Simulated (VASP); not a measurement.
# KBr (Fm-3m) in VASP: further runs

KBr is run at these levels: PBEsol; tasks: elastic constants.

Program: VASP 6.6.1. These are calculated values, not measurements. Logs are shortened: lines on timing, memory, paths and dates and some standing lists are left out, and cuts for length are marked.

**1. The cell of the first run**

The structure is cubic, space group Fm-3m (No. 225). Conventional cell: a = 6.428 Å, b = 6.428 Å, c = 6.428 Å, α = 90.00°, β = 90.00°, γ = 90.00°. K (site symmetry m-3m) has 6 Br at 3.21 Å within 4.2 Å. Br (site symmetry m-3m) has 6 K at 3.21 Å within 4.2 Å.

**2. Elastic constants, PBEsol**

The input, INCAR:

```
ALGO = Normal
EDIFF = 1E-8
ENCUT = 600
GGA = PS
IBRION = 6
ISIF = 3
ISMEAR = 0
LASPH = True
LCHARG = False
LREAL = False
LWAVE = False
NELM = 100
NFREE = 2
NSW = 1
POTIM = 0.015
PREC = Accurate
SIGMA = 0.01
```

The input, KPOINTS:

```
k-points
0
Gamma
  6 6 6
```

The input, POSCAR:

```
KBr
1.0
    0.0000000000      3.2138848259      3.2138848259
    3.2138848259      0.0000000000      3.2138848259
    3.2138848259      3.2138848259      0.0000000000
K Br
1 1
Direct
    0.0000000000      0.0000000000      0.0000000000
    0.5000000000      0.5000000000      0.5000000000
```

Potentials or basis: VASP PAW PBE potentials, release 64 (K_sv, Br).

Run with:

```bash
> cat potpaw_PBE.64/K_sv/POTCAR potpaw_PBE.64/Br/POTCAR > POTCAR
> mpirun -np 1 vasp_std > vasp.out
```

OUTCAR:

```text
EDIFF = 1E-8
   ENCUT = 600
   GGA = PS
   IBRION = 6
   ISIF = 3
   ISMEAR = 0
   LASPH = True
   LREAL = False
   NELM = 100
   NFREE = 2
   NSW = 1
   POTIM = 0.015
   PREC = Accurate

 ion  position               nearest neighbor table
   1  0.000  0.000  0.000-   2 3.21   2 3.21   2 3.21   2 3.21   2 3.21   2 3.21
   2  0.500  0.500  0.500-   1 3.21   1 3.21   1 3.21   1 3.21   1 3.21   1 3.21

  LATTYP: Found a face centered cubic cell.
 ALAT       =     6.4277696518

  Lattice vectors:

 A1 = (   0.0000000000,   3.2138848259,   3.2138848259)
 A2 = (   3.2138848259,   0.0000000000,   3.2138848259)
 A3 = (   3.2138848259,   3.2138848259,   0.0000000000)

Analysis of symmetry for initial positions (statically):
=====================================================================
 Subroutine PRICEL returns:
 Original cell was already a primitive cell.

 Routine SETGRP: Setting up the symmetry group for a
 face centered cubic supercell.

 Subroutine GETGRP returns: Found 48 space group operations
 (whereof 48 operations were pure point group operations)
 out of a pool of 48 trial point group operations.

The static configuration has the point symmetry O_h .

Analysis of symmetry for dynamics (positions and initial velocities):
=====================================================================
 Subroutine PRICEL returns:
 Original cell was already a primitive cell.

 Routine SETGRP: Setting up the symmetry group for a
 face centered cubic supercell.

 Subroutine GETGRP returns: Found 48 space group operations
 (whereof 48 operations were pure point group operations)
 out of a pool of 48 trial point group operations.

The dynamic configuration has the point symmetry O_h .

 Subroutine INISYM returns: Found 48 space group operations
 (whereof 48 operations are pure point group operations),
 and found     1 'primitive' translations

----------------------------------------------------------------------------------------

                                     Primitive cell

  volume of cell :      66.3928

  direct lattice vectors                    reciprocal lattice vectors
     0.000000000  3.213884826  3.213884826    -0.155574959  0.155574959  0.155574959
     3.213884826  0.000000000  3.213884826     0.155574959 -0.155574959  0.155574959
     3.213884826  3.213884826  0.000000000     0.155574959  0.155574959 -0.155574959

  length of vectors
     4.545119509  4.545119509  4.545119509     0.269463733  0.269463733  0.269463733

  position of ions in fractional coordinates (direct lattice)
     0.000000000  0.000000000  0.000000000
     0.500000000  0.500000000  0.500000000

  ion indices of the primitive-cell ions
   primitive index   ion index
                 1           1
                 2           2

----------------------------------------------------------------------------------------

 KPOINTS: k-points

Automatic generation of k-mesh.
 Grid dimensions read from file:
 generate k-points for:    6    6    6

 Generating k-lattice:

  Cartesian coordinates                     Fractional coordinates (reciprocal lattice)
    -0.025929160  0.025929160  0.025929160     0.166666667  0.000000000  0.000000000
     0.025929160 -0.025929160  0.025929160     0.000000000  0.166666667  0.000000000
[... 97 lines left out ...]

  energy without entropy =       -6.44664394  energy(sigma->0) =       -6.44664394

------------------------ aborting loop because EDIFF is reached ----------------------------------------

  FORCE on cell =-STRESS in cart. coord.  units (eV):
  Direction    XX          YY          ZZ          XY          YZ          ZX
  --------------------------------------------------------------------------------------
  -------------------------------------------------------------------------------------
  Total        0.4487090      0.4487090      0.4487090      0.0000000      0.0000000      0.0000000
  in kB       10.8281546     10.8281546     10.8281546      0.0000000      0.0000000      0.0000000
  external PRESSURE =      10.8281546 kB  Pullay stress =       0.0000000 kB
[... 89 lines left out ...]
  FREE ENERGIE OF THE ION-ELECTRON SYSTEM (eV)
  ---------------------------------------------------
  free  energy   TOTEN  =        -6.4374259433 eV

  energy  without entropy=       -6.4374259433  energy(sigma->0) =       -6.43742594

[... ionic steps 4 to 14 ...]

--------------------------------------- Ionic step       15  -------------------------------------------

 number of electron      16.0000002 magnetization

------------------------ aborting loop because EDIFF is reached ----------------------------------------
[... 67 lines left out ...]
--------------------------------------- Ionic step       17  -------------------------------------------

 number of electron      16.0000001 magnetization

 Free energy of the ion-electron system (eV)
  ---------------------------------------------------
  ext. energy  EPLUGINS =         0.00000000
  ---------------------------------------------------
  free energy    TOTEN  =        -6.44646251 eV

  energy without entropy =       -6.44646251  energy(sigma->0) =       -6.44646251

 E-fermi :  -1.3375     XC(G=0):  -7.8832

 val. band max:       -1.4959916199   @ k =   0.0000   0.0000   0.0000
 cond. band min:       2.9860718069   @ k =   0.0000   0.0000   0.0000
 fundamental gap:      4.4820634268
 Fermi energy:        -1.3374741494

 k-point     1 :       0.0000    0.0000    0.0000
  band No.  band energies     occupation
      1     -28.9488      2.00000
      2     -13.9095      2.00000
      3     -12.4996      2.00000
      4     -12.4996      2.00000
      5     -12.4996      2.00000
      6      -1.4960      2.00000
      7      -1.4960      2.00000
      8      -1.4960      2.00000
      9       2.9861      0.00000
     10       6.0242      0.00000
     11       6.0243      0.00000
     12       6.0243      0.00000
[... 331 lines left out ...]
 k-point    24 :       0.0000   -0.3333    0.3333
  band No.  band energies     occupation
      1     -28.9377      2.00000
      2     -13.9505      2.00000
      3     -12.5931      2.00000
      4     -12.5246      2.00000
      5     -12.3653      2.00000
      6      -2.4276      2.00000
      7      -2.1934      2.00000
      8      -1.9096      2.00000
      9       5.4184      0.00000
     10       6.6104      0.00000
     11       7.2791      0.00000
     12       7.8718      0.00000

 [... further k-points ...]
[... 5 lines left out ...]
  --------------------------------------------------------------------------------------
  -------------------------------------------------------------------------------------
  Total        0.4510724      0.4484363      0.4484363     -0.0000000     -0.0000000      0.0000000
  in kB       10.8851880     10.8215746     10.8215746     -0.0000000     -0.0000000      0.0000000
  external PRESSURE =      10.8427791 kB  Pullay stress =       0.0000000 kB
[... 17 lines left out ...]
  FREE ENERGIE OF THE ION-ELECTRON SYSTEM (eV)
  ---------------------------------------------------
  free  energy   TOTEN  =        -6.4464625079 eV

  energy  without entropy=       -6.4464625079  energy(sigma->0) =       -6.44646251

 INTERNAL STRAIN TENSORS FROM STRAINED CELLS
 ============================================

 INTERNAL STRAIN TENSOR FOR ION    1 for displacements in x,y,z  (eV/Angst):
          X           Y           Z          XY          YZ          ZX
  --------------------------------------------------------------------------------
  x    -0.00000    -0.00000     0.00000    -0.00000    -0.00000     0.00000
  y     0.00000     0.00000    -0.00000    -0.00000    -0.00000     0.00000
  z     0.00000     0.00000    -0.00000    -0.00000     0.00000    -0.00000

 INTERNAL STRAIN TENSORS FROM DISPLACED ATOMS
 ============================================

 INTERNAL STRAIN TENSOR FOR ION    1 for displacements in x,y,z  (eV/Angst):
          X           Y           Z          XY          YZ          ZX
  --------------------------------------------------------------------------------
  x     0.00000     0.00000     0.00000     0.00000     0.00000     0.00000
  y     0.00000     0.00000     0.00000     0.00000     0.00000     0.00000
  z     0.00000     0.00000     0.00000     0.00000     0.00000     0.00000

 INTERNAL STRAIN TENSOR FOR ION    2 for displacements in x,y,z  (eV/Angst):
          X           Y           Z          XY          YZ          ZX
  --------------------------------------------------------------------------------
  x     0.00000     0.00000     0.00000     0.00000     0.00000     0.00000
  y     0.00000     0.00000     0.00000     0.00000     0.00000     0.00000
  z     0.00000     0.00000     0.00000     0.00000     0.00000     0.00000

 Eigenvectors and eigenvalues of the dynamical matrix
 ----------------------------------------------------

   1 f  =    3.860326 THz    24.255141 2PiTHz  128.766603 cm-1    15.965017 meV
             X         Y         Z           dx          dy          dz
      0.000000  0.000000  0.000000    -0.818975    0.000000    0.000000
      3.213885  3.213885  3.213885     0.573829    0.000000    0.000000
[... 21 lines left out ...]
   6 f/i=    0.003000 THz     0.018848 2PiTHz    0.100059 cm-1     0.012406 meV
             X         Y         Z           dx          dy          dz
      0.000000  0.000000  0.000000     0.000000   -0.294534   -0.492472
      3.213885  3.213885  3.213885     0.000000   -0.420363   -0.702862

--------------------------------------------------------------------------------------------------------

 ELASTIC MODULI CONTR FROM IONIC RELAXATION (kBar)
 Direction    XX          YY          ZZ          XY          YZ          ZX
 --------------------------------------------------------------------------------
 XX           0.0000      0.0000      0.0000      0.0000      0.0000      0.0000
 YY           0.0000      0.0000      0.0000      0.0000      0.0000      0.0000
 ZZ           0.0000      0.0000      0.0000      0.0000      0.0000      0.0000
 XY           0.0000      0.0000      0.0000      0.0000      0.0000      0.0000
 YZ           0.0000      0.0000      0.0000      0.0000      0.0000      0.0000
 ZX           0.0000      0.0000      0.0000      0.0000      0.0000      0.0000
 --------------------------------------------------------------------------------

 TOTAL ELASTIC MODULI (kBar)
 Direction    XX          YY          ZZ          XY          YZ          ZX
 --------------------------------------------------------------------------------
 XX         490.1964     49.0327     49.0327     -0.0000      0.0000     -0.0000
 YY          49.0327    490.1964     49.0327      0.0000     -0.0000     -0.0000
 ZZ          49.0327     49.0327    490.1964      0.0000      0.0000     -0.0000
 XY          -0.0000      0.0000      0.0000     45.3025     -0.0000      0.0000
 YZ           0.0000     -0.0000      0.0000     -0.0000     45.3025      0.0000
 ZX          -0.0000     -0.0000     -0.0000      0.0000      0.0000     45.3025
 --------------------------------------------------------------------------------
```

It took 4.2 min on 1 thread of Intel Xeon 6975P-C (Granite Rapids), shared host; peak memory 0.3 GiB.

Results:

* Elastic constants C11, C12, C44: 49, 5, 5 GPa
* Voigt bulk modulus: 20 GPa
* Highest phonon frequency at Γ, LO-TO splitting left out: 129 cm⁻¹

Phonon frequencies in cm⁻¹ (negative: imaginary):
```
              q point        frequencies
(0.000, 0.000, 0.000)  0 0 0 129 129 129
```

Elastic tensor in Voigt notation (GPa, in the Cartesian axes of the cell as first typed):
```
49  5  5  0  0  0
 5 49  5  0  0  0
 5  5 49  0  0  0
 0  0  0  5  0  0
 0  0  0  0  5  0
 0  0  0  0  0  5
```

Clamped-ion elastic tensor (GPa):
```
49  5  5  0  0  0
 5 49  5  0  0  0
 5  5 49  0  0  0
 0  0  0  5  0  0
 0  0  0  0  5  0
 0  0  0  0  0  5
```

Caveat: the cell is under stress, which shifts elastic constants; the PAW data sets were made with another functional, which shifts forces and pressure a little.

**3. Elastic constants, PBEsol**

This run uses another cell than the first one, of 35.11 Å³/atom, 1.058 times its volume.

The input, INCAR:

```
SYSTEM = KBr
PREC     = Accurate       ! precision mode
ENCUT    = 600            ! plane-wave cutoff, eV
EDIFF    = 1E-8           ! SCF threshold, eV
ISMEAR   = 0              ! smearing method
SIGMA    = 0.01           ! smearing width, eV
LREAL    = .FALSE.        ! projectors in reciprocal space
LASPH    = .TRUE.         ! aspherical terms in the spheres
NELM     = 100            ! most SCF steps
ALGO     = Normal         ! electronic algorithm
ISIF     = 3              ! what is computed and relaxed
LWAVE    = .FALSE.        ! write WAVECAR
LCHARG   = .FALSE.        ! write CHGCAR
GGA      = PS             ! functional
IBRION   = 6              ! ionic algorithm
NFREE    = 2            
POTIM    = 0.015          ! step
NSW      = 1              ! ionic steps
```

The input, KPOINTS:

```
regular mesh
0
G
  6 6 6
  0 0 0
```

The input, POSCAR:

```
KBr
1.0
    0.0000000000      3.2745238013      3.2745238013
    3.2745238013      0.0000000000      3.2745238013
    3.2745238013      3.2745238013      0.0000000000
K Br
1 1
Direct
    0.0000000000      0.0000000000      0.0000000000
    0.5000000000      0.5000000000      0.5000000000
```

Potentials or basis: VASP PAW PBE potentials, release 64 (K_sv, Br).

Run with:

```bash
> cat potpaw_PBE.64/K_sv/POTCAR potpaw_PBE.64/Br/POTCAR > POTCAR
> mpirun -np 1 vasp_std > vasp.out
```

Wall time 7.8 min (1 thread of Intel Xeon 6975P-C (Granite Rapids), shared host); peak memory 0.33 GiB.

It converged, with:

```yaml
Elastic_constants_C11_C12_C44: 38, 5, 5 GPa
Voigt_bulk_modulus: 16 GPa
Highest_phonon_frequency_at_Γ_LO-TO_splitting_left_out: 113 cm⁻¹
```

Phonon frequencies in cm⁻¹ (negative: imaginary):
```
              q point        frequencies
(0.000, 0.000, 0.000)  0 0 0 113 113 113
```

Elastic tensor in Voigt notation (GPa, in the Cartesian axes of the cell as first typed):
```
38  5  5  0  0  0
 5 38  5  0  0  0
 5  5 38  0  0  0
 0  0  0  5  0  0
 0  0  0  0  5  0
 0  0  0  0  0  5
```

Clamped-ion elastic tensor (GPa):
```
38  5  5  0  0  0
 5 38  5  0  0  0
 5  5 38  0  0  0
 0  0  0  5  0  0
 0  0  0  0  5  0
 0  0  0  0  0  5
```

Caveat: the PAW data sets were made with another functional, which shifts forces and pressure a little.
